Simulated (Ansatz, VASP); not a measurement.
As in VASP and in Ansatz

```xyz
4
Lattice="1.8648 -5.4318 0.0000 1.8648 5.4318 0.0000 0.0000 0.0000 4.2943" Properties=species:S:1:pos:R:3 pbc="T T T"
As    1.8648    4.2157    4.0541
As    1.8648   -1.2162    2.3874
As    1.8648   -4.2157    0.2402
As    1.8648    1.2162    1.9069
```

Alike in both runs: functional PBEsol; k mesh 12 × 12 × 10; occupations gaussian, width 0.1 eV; no spin polarisation.

Ansatz relaxed the structure, and its values are those at the end. VASP's run is a single point on that final structure, the one shown.

|  | VASP | Ansatz |
| --- | --- | --- |
| version | VASP 6.6.1 | Ansatz 0.2.0 |
| potentials or method | VASP PAW PBE potentials, release 64 (As), cutoff 520 eV | scalar-relativistic, plane waves, PAW |
| valence electrons in the cell | 20 | 60 |

```tsv
	VASP	Ansatz	Ansatz less VASP
gap on the k mesh at the Fermi level (eV)	none	none	-
pressure (GPa)	0.4	0.0	-0.43
rms of the force components (eV/Å)	0.041	0.002	-0.0391
```

VASP's potentials were made for PBE, not for PBEsol. A gap of «none» marks a metal or a gap that the smearing closes. With one functional, cell and mesh, what is left measures potentials, basis and numerics. VASP's potentials hold 20 valence electrons a cell and Ansatz's 60, so a difference there can come from the potentials and not from the codes.
